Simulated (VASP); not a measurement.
Here is a VASP 6.6.1 calculation.

Contents of INCAR:

```
PREC = Accurate
ENCUT = 520
EDIFF = 1E-6
ISMEAR = 0
SIGMA = 0.01
LREAL = False
LASPH = True
NELM = 100
ALGO = Normal
ISIF = 2
LWAVE = False
LCHARG = True
GGA = PE
LELF = True
LVHAR = True
NBANDS = 18
```

KPOINTS

```
Automatic mesh
0
Gamma
  12 12 6
```

File POSCAR:

```
LiF
1.0
    2.7757075657      0.0000000000      0.0000000000
   -1.3878537829      2.4038332654      0.0000000000
    0.0000000000      0.0000000000      4.7826938478
Li F
2 2
Direct
    0.0000000000      0.0000000000      0.0000000000
    0.0000000000      0.0000000000      0.5000000000
    0.3333333333      0.6666666667      0.2500000000
    0.6666666667      0.3333333333      0.7500000000
```

Potentials or basis: VASP PAW PBE potentials, release 64 (Li_sv, F).

Command:

```console
$ cat potpaw_PBE.64/Li_sv/POTCAR potpaw_PBE.64/F/POTCAR > POTCAR
$ mpirun -np 1 vasp_std > vasp.out
```

Predict the band gap on the k mesh.

9.22 eV, direct.

 A k mesh can miss the band edges.
